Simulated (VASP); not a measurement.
**SnMo: single point with r2SCAN**

The system is SnMo.

```
Sn Mo
1.0
     3.21135    0.00000    0.00000
    -1.60568    2.78111    0.00000
     0.00000    0.00000    4.18429
Sn Mo
1 1
Direct
  0.00000 0.00000 0.00000
  0.66667 0.33333 0.50000
```

- Program: VASP 6.6.1
- Task: single point
- Functional: r2SCAN
- Potentials or basis: VASP PAW PBE potentials, release 64 (Sn_d, Mo_sv)
- Cutoff: 520 eV
- k mesh: 18 × 18 × 14
- Occupations: gaussian, width 0.1 eV
- Spin: no spin polarisation

The pressure is 0.5 GPa and the band gap on the k mesh is zero (bands 14 and 15 overlap by 1.03 eV).

Stress tensor (GPa, compression positive):
```
0.44 0.00 0.00
0.00 0.44 0.00
0.00 0.00 0.61
```

Levels at points of the mesh, in eV from the Fermi level:
| k point | band 12 | band 13 | band 14 | band 15 | band 16 | band 17 |
| --- | --- | --- | --- | --- | --- | --- |
| (0.00, 0.00, 0.00) | -1.54 | -0.84 | -0.84 | 0.69 | 0.69 | 6.13 |
| (0.50, 0.00, 0.00) | -3.43 | -2.47 | 0.24 | 2.28 | 3.43 | 3.59 |
| (0.00, 0.00, 0.50) | -1.21 | -0.50 | -0.50 | 0.28 | 0.28 | 8.73 |
| (0.50, 0.00, 0.50) | -3.86 | -1.23 | -0.80 | 0.25 | 2.36 | 3.22 |

Wall time 10 min on 1 thread of Intel Xeon 8259CL (shared host), peak memory 0.34 GiB.

Caveat: the PAW data sets were made with another functional, which shifts forces and pressure a little; spin-orbit coupling is left out, which moves the levels of the heavy elements.
